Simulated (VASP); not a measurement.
# Ti2SiSe2 (P4/mbm) in VASP: single point with PBE

Aim: the single point of Ti2SiSe2 with PBE.

Everything below comes from runs of VASP 6.6.1. Logs are shortened: lines on timing, memory, paths and dates and some standing lists are left out, and cuts for length are marked.

## 1. The cell of the first run

The structure is tetragonal, space group P4/mbm (No. 127). The conventional cell has a = 7.594 Å, b = 7.594 Å, c = 3.553 Å, α = 90.00°, β = 90.00°, γ = 90.00°. Within 3.8 Å of Ti (site symmetry m2m) lie 6 Se at 2.78 to 2.91 Å and 4 Si at 3.33 Å and 3 Ti at 3.55 to 3.71 Å. Within 3.9 Å of Si (site symmetry 4/m) lie 4 Se at 2.99 Å and 8 Ti at 3.33 Å and 2 Si at 3.55 Å. Se (site symmetry m2m) has 3 Se at 2.76 to 3.55 Å and 6 Ti at 2.78 to 2.91 Å and 2 Si at 2.99 Å within 3.6 Å.

The cell was built from a structure type or drawn by symmetry, and may not be a known phase.

## 2. Single point, PBE, collinear spin

Input file INCAR:

```
SYSTEM = Ti2SiSe2
ALGO     = Normal         ! electronic algorithm
EDIFF    = 1E-6           ! SCF threshold, eV
ENCUT    = 520            ! plane-wave cutoff, eV
GGA      = PE             ! functional
ISIF     = 2              ! what is computed and relaxed
ISMEAR   = 0              ! smearing method
ISPIN    = 2              ! spin polarisation
LASPH    = .TRUE.         ! aspherical terms in the spheres
LCHARG   = .FALSE.        ! write CHGCAR
LMAXMIX  = 4              ! l up to which the mixer works
LORBIT   = 11             ! projections on sites
LREAL    = .FALSE.        ! projectors in reciprocal space
LWAVE    = .FALSE.        ! write WAVECAR
MAGMOM   = 1 1 1 1 0 0 0 0 0 0 ! initial moments
NBANDS   = 55             ! bands
NELM     = 150            ! most SCF steps
PREC     = Accurate       ! precision mode
SIGMA    = 0.1            ! smearing width, eV
```

Input file KPOINTS:

```
k-points
0
G
  2 2 6
  0 0 0
```

Input file POSCAR:

```
Ti2SiSe2
1.0
    7.5942441100      0.0000000000      0.0000000000
    0.0000000000      7.5942441100      0.0000000000
    0.0000000000      0.0000000000      3.5526726900
Ti Si Se
4 2 4
Direct
    0.8275080300      0.3275080300      0.5000000000
    0.6724919700      0.8275080300      0.5000000000
    0.3275080300      0.1724919700      0.5000000000
    0.1724919700      0.6724919700      0.5000000000
    0.0000000000      0.0000000000      0.0000000000
    0.5000000000      0.5000000000      0.0000000000
    0.1282924300      0.3717075700      0.0000000000
    0.3717075700      0.8717075700      0.0000000000
    0.6282924300      0.1282924300      0.0000000000
    0.8717075700      0.6282924300      0.0000000000
```

Potentials or basis: VASP PAW PBE potentials, release 64 (Ti_sv, Si, Se).

On the command line:

```sh
> cat potpaw_PBE.64/Ti_sv/POTCAR potpaw_PBE.64/Si/POTCAR potpaw_PBE.64/Se/POTCAR > POTCAR
> mpirun -np 1 vasp_std > vasp.out
```

OUTCAR:

```text
SYSTEM = Ti2SiSe2
   EDIFF = 1E-6
   ENCUT = 520
   GGA = PE
   ISIF = 2
   ISMEAR = 0
   ISPIN = 2
   LASPH = .TRUE.
   LORBIT = 11
   LREAL = .FALSE.
   NELM = 150
   PREC = Accurate

 ion  position               nearest neighbor table
   1  0.828  0.328  0.500-   9 2.78   9 2.78
   2  0.672  0.828  0.500-  10 2.78  10 2.78
   3  0.328  0.172  0.500-   7 2.78   7 2.78
   4  0.172  0.672  0.500-   8 2.78   8 2.78
   5  0.000  0.000  0.000-
   6  0.500  0.500  0.000-
   7  0.128  0.372  0.000-  10 2.76   3 2.78   3 2.78
   8  0.372  0.872  0.000-   9 2.76   4 2.78   4 2.78
   9  0.628  0.128  0.000-   8 2.76   1 2.78   1 2.78
  10  0.872  0.628  0.000-   7 2.76   2 2.78   2 2.78

  LATTYP: Found a simple tetragonal cell.
 ALAT       =     7.5942441100
 C/A-ratio  =     0.4678112316

  Lattice vectors:

 A1 = (   7.5942441100,   0.0000000000,   0.0000000000)
 A2 = (   0.0000000000,   7.5942441100,   0.0000000000)
 A3 = (   0.0000000000,   0.0000000000,   3.5526726900)

Analysis of symmetry for initial positions (statically):
=====================================================================
 Subroutine PRICEL returns:
 Original cell was already a primitive cell.

 Routine SETGRP: Setting up the symmetry group for a
 simple tetragonal supercell.

 Subroutine GETGRP returns: Found 16 space group operations
 (whereof  8 operations were pure point group operations)
 out of a pool of 16 trial point group operations.

The static configuration has the point symmetry C_4h.
 The point group associated with its full space group is D_4h.

Analysis of symmetry for dynamics (positions and initial velocities):
=====================================================================
 Subroutine PRICEL returns:
 Original cell was already a primitive cell.

 Routine SETGRP: Setting up the symmetry group for a
 simple tetragonal supercell.

 Subroutine GETGRP returns: Found 16 space group operations
 (whereof  8 operations were pure point group operations)
 out of a pool of 16 trial point group operations.

The dynamic configuration has the point symmetry C_4h.
 The point group associated with its full space group is D_4h.

Analysis of structural, dynamic, and magnetic symmetry:
=====================================================================
 Subroutine PRICEL returns:
 Original cell was already a primitive cell.

 Routine SETGRP: Setting up the symmetry group for a
 simple tetragonal supercell.

 Subroutine GETGRP returns: Found 16 space group operations
 (whereof  8 operations were pure point group operations)
 out of a pool of 16 trial point group operations.

The overall configuration has the point symmetry C_4h.
 The point group associated with its full space group is D_4h.

 Subroutine INISYM returns: Found 16 space group operations
 (whereof  8 operations are pure point group operations),
 and found     1 'primitive' translations

----------------------------------------------------------------------------------------

                                     Primitive cell

  volume of cell :     204.8917

  direct lattice vectors                    reciprocal lattice vectors
     7.594244110  0.000000000  0.000000000     0.131678675  0.000000000  0.000000000
     0.000000000  7.594244110  0.000000000     0.000000000  0.131678675  0.000000000
     0.000000000  0.000000000  3.552672690     0.000000000  0.000000000  0.281478224

  length of vectors
     7.594244110  7.594244110  3.552672690     0.131678675  0.131678675  0.281478224

  position of ions in fractional coordinates (direct lattice)
     0.827508030  0.327508030  0.500000000
     0.672491970  0.827508030  0.500000000
     0.327508030  0.172491970  0.500000000
     0.172491970  0.672491970  0.500000000
     0.000000000  0.000000000  0.000000000
     0.500000000  0.500000000  0.000000000
     0.128292430  0.371707570  0.000000000
     0.371707570  0.871707570  0.000000000
     0.628292430  0.128292430  0.000000000
     0.871707570  0.628292430  0.000000000

  ion indices of the primitive-cell ions
   primitive index   ion index
                 1           1
                 2           2
                 3           3
                 4           4
                 5           5
                 6           6
                 7           7
                 8           8
                 9           9
                10          10

[... 26 lines left out ...]
 Following reciprocal coordinates:
            Coordinates               Weight
  0.000000  0.000000  0.000000      1.000000
  0.500000  0.000000  0.000000      2.000000
  0.500000  0.500000  0.000000      1.000000
  0.000000  0.000000  0.166667      2.000000
  0.500000  0.000000  0.166667      4.000000
  0.500000  0.500000  0.166667      2.000000
  0.000000  0.000000  0.333333      2.000000
  0.500000  0.000000  0.333333      4.000000
  0.500000  0.500000  0.333333      2.000000
  0.000000  0.000000  0.500000      1.000000
  0.500000  0.000000  0.500000      2.000000
  0.500000  0.500000  0.500000      1.000000
   k-points           NKPTS =     12   k-points in BZ     NKDIM =     12   number of bands    NBANDS=     55
   number of dos      NEDOS =    301   number of ions     NIONS =     10
   total plane-waves  NPLWV =  87808
   dimension x,y,z NGX =    56 NGY =   56 NGZ =   28
   dimension x,y,z NGXF=   112 NGYF=  112 NGZF=   56
   ions per type =               4   2   4
   NGX,Y,Z   is equivalent  to a cutoff of  12.26, 12.26, 13.10 a.u.
   NGXF,Y,Z  is equivalent  to a cutoff of  24.52, 24.52, 26.20 a.u.
 SYSTEM =  Ti2SiSe2
   PREC   = accura    normal or accurate (medium, high low for compatibility)
   ISTART =      0    job   : 0-new  1-cont  2-samecut
   ICHARG =      2    charge: 1-file 2-atom 10-const
   ISPIN  =      2    spin polarized calculation?
   LNONCOLLINEAR =      F non collinear calculations
   LSORBIT =      F    spin-orbit coupling
   LASPH  =      T    aspherical Exc in radial PAW
   ENCUT  =  520.0 eV  38.22 Ry    6.18 a.u.  14.12 14.12  6.61*2*pi/ulx,y,z
   NELM   =    150;   NELMIN=  2; NELMDL= -5     # of ELM steps
   EDIFF  = 0.1E-05   stopping-criterion for ELM
   LREAL  =      F    real-space projection
   EDIFFG = 0.1E-04   stopping-criterion for IOM
   NSW    =      0    number of steps for IOM
   IBRION =     -1    ionic relax: 0-MD 1-quasi-New 2-CG
   NFREE  =      0    steps in history (QN), initial steepest desc. (CG)
   ISIF   =      2    stress and relaxation
   ISYM   =      2    0-nonsym 1-usesym 2-fastsym
   POTIM  = 0.5000    time-step for ionic-motion
   TEBEG  =    0.0;   TEEND  =   0.0 temperature during run
   PSTRESS=    0.0 pullay stress
   NELECT =      80.0000    total number of electrons
   NUPDOWN=      -1.0000    fix difference up-down
   EMIN   =  10.00;   EMAX   =-10.00  energy-range for DOS
   EFERMI =   0.00;   METHOD = LEGACY
   ISMEAR =     0;   SIGMA  =   0.10  broadening in eV -4-tet -1-fermi 0-gaus
   EFERMI_NEDOS =   21; number of points for ismear=-14 and -15
   IALGO  =     38    algorithm
   IMIX   =      4    mixing-type and parameters
     AMIX     =   0.40;   BMIX     =  1.00
     AMIX_MAG =   1.60;   BMIX_MAG =  1.00
  volume/ion in A,a.u.               =      20.49       138.27
  Fermi-wavevector in a.u.,A,eV,Ry     =   1.196548  2.261148 19.479824  1.431727
  Thomas-Fermi vector in A             =   2.332485
   LORBIT       =     11    0 simple, 1 ext, 2 COOP (PROOUT), +10 PAW based schemes
   GGA     = PE    functional components
   LHFCALC =     F    Hartree Fock is set to
   AEXX    =    0.0000 exact exchange contribution
   IVDW    =     0    specifies the selected vdW correction
   LEPSILON=     F    determine dielectric tensor
   LRPA    =     F    only Hartree local field effects (RPA)
 spin polarized calculation
 Gauss-broadening in eV      SIGMA  =   0.10
  energy-cutoff  :      520.00
  volume of cell :      204.89
 maximum number of plane-waves:      5561
   NGX = 29   NGY = 29   NGZ = 13

 number of electron      79.9999996 magnetization       0.8490332

 Free energy of the ion-electron system (eV)
  ---------------------------------------------------
  ext. energy  EPLUGINS =         0.00000000
  ---------------------------------------------------
  free energy    TOTEN  =       -57.58955938 eV

  energy without entropy =      -57.53944209  energy(sigma->0) =      -57.56450074

 E-fermi :   6.6401     XC(G=0): -10.3986

 val. band max:        6.6091672652   @ k =   0.5000   0.5000   0.5000
 cond. band min:       6.6620127669   @ k =   0.0000   0.0000   0.0000
 fundamental gap:      0.0528455017
 Fermi energy:         6.6400994914

 spin component 1

 k-point     1 :       0.0000    0.0000    0.0000
  band No.  band energies     occupation
      1     -51.1294      1.00000
      2     -51.1282      1.00000
      3     -51.1279      1.00000
      4     -51.1279      1.00000
      5     -27.4194      1.00000
      6     -27.4034      1.00000
[... 649 lines left out ...]
     51       7.9403      0.00000
     52       7.9403      0.00000
 Fermi energy:         6.6400994914

 spin component 2

 k-point     1 :       0.0000    0.0000    0.0000
  band No.  band energies     occupation
      1     -50.9587      1.00000
      2     -50.9575      1.00000
      3     -50.9572      1.00000
      4     -50.9572      1.00000
      5     -27.2817      1.00000
      6     -27.2789      1.00000
[... 649 lines left out ...]
     51       8.0612      0.00000
     52       8.0612      0.00000
 [bands above 52 left out]

------------------------ aborting loop because EDIFF is reached ----------------------------------------

  FORCE on cell =-STRESS in cart. coord.  units (eV):
  Direction    XX          YY          ZZ          XY          YZ          ZX
  --------------------------------------------------------------------------------------
  -------------------------------------------------------------------------------------
  Total      -11.5406952    -11.5406952    -20.6076128      0.0000000      0.0000000      0.0000000
  in kB      -90.2439818    -90.2439818   -161.1439348      0.0000000      0.0000000      0.0000000
  external PRESSURE =    -113.8772995 kB  Pullay stress =       0.0000000 kB

 VOLUME and BASIS-vectors are now :
 -----------------------------------------------------------------------------
  energy-cutoff  :      520.00
  volume of cell :      204.89
      direct lattice vectors                 reciprocal lattice vectors
     7.594244110  0.000000000  0.000000000     0.131678675  0.000000000  0.000000000
     0.000000000  7.594244110  0.000000000     0.000000000  0.131678675  0.000000000
     0.000000000  0.000000000  3.552672690     0.000000000  0.000000000  0.281478224

 POSITION                                       TOTAL-FORCE (eV/Angst)
 -----------------------------------------------------------------------------------
      6.28430      2.48718      1.77634         0.335362      0.335362      0.000000
      5.10707      6.28430      1.77634        -0.335362      0.335362     -0.000000
      2.48718      1.30995      1.77634         0.335362     -0.335362      0.000000
      1.30995      5.10707      1.77634        -0.335362     -0.335362      0.000000
      0.00000      0.00000      0.00000        -0.000000      0.000000      0.000000
      3.79712      3.79712      0.00000        -0.000000      0.000000      0.000000
      0.97428      2.82284      0.00000         1.006836     -1.006836     -0.000000
      2.82284      6.61996      0.00000        -1.006836     -1.006836      0.000000
      4.77141      0.97428      0.00000         1.006836      1.006836      0.000000
      6.61996      4.77141      0.00000        -1.006836      1.006836      0.000000
 -----------------------------------------------------------------------------------
    total drift:                                0.000000      0.000000     -0.000000

  FREE ENERGIE OF THE ION-ELECTRON SYSTEM (eV)
  ---------------------------------------------------
  free  energy   TOTEN  =       -57.5895593822 eV

  energy  without entropy=      -57.5394420906  energy(sigma->0) =      -57.56450074

 total charge

# of ion       s       p       d       tot
------------------------------------------
    1        2.113   6.038   1.879  10.030
    2        2.113   6.038   1.879  10.030
    3        2.113   6.038   1.879  10.030
    4        2.113   6.038   1.879  10.030
    5        0.916   0.582   0.000   1.498
    6        0.916   0.582   0.000   1.498
    7        1.478   2.265   0.069   3.812
    8        1.478   2.265   0.069   3.812
    9        1.478   2.265   0.069   3.812
   10        1.478   2.265   0.069   3.812
--------------------------------------------------
tot         16.196  34.373   7.794  58.363

 magnetization (x)

# of ion       s       p       d       tot
------------------------------------------
    1        0.002   0.002   0.169   0.173
    2        0.002   0.002   0.169   0.173
    3        0.002   0.002   0.169   0.173
    4        0.002   0.002   0.169   0.173
    5       -0.000  -0.005   0.000  -0.006
    6       -0.000  -0.005   0.000  -0.006
    7       -0.001  -0.011   0.002  -0.009
    8       -0.001  -0.011   0.002  -0.009
    9       -0.001  -0.011   0.002  -0.009
   10       -0.001  -0.011   0.002  -0.009
--------------------------------------------------
tot          0.005  -0.047   0.686   0.644
```

Wall time 4.7 min (1 thread of Intel Xeon Platinum 8259CL at 2.50GHz (Skylake/Cascade Lake), shared host); peak memory 0.45 GiB.

Results:

```
Free energy                                           : -57.5896 eV
Pressure                                              : -11.4 GPa
Largest force                                         : 1.424 eV/Å
Net moment                                            : 0.85 μB per cell
Site moments                                          : Ti +0.17; Si -0.01; Se -0.01 μB
Valence electrons inside the program's atomic spheres : Ti 10.03; Si 1.50; Se 3.81
```

Forces in eV/Å, atoms in the order of the input:
```
Ti   0.335  0.335  0.000
Ti  -0.335  0.335  0.000
Ti   0.335 -0.335  0.000
Ti  -0.335 -0.335  0.000
Si   0.000  0.000  0.000
Si   0.000  0.000  0.000
Se   1.007 -1.007  0.000
Se  -1.007 -1.007  0.000
Se   1.007  1.007  0.000
Se  -1.007  1.007  0.000
```

Stress tensor (GPa, compression positive):
```
 -9.02   0.00   0.00
  0.00  -9.02   0.00
  0.00   0.00 -16.11
```

Caveat: the k points lie up to 0.41 Å⁻¹ apart; forces of over 1 eV/Å act on the atoms, so gaps and moduli don't describe the material at rest.
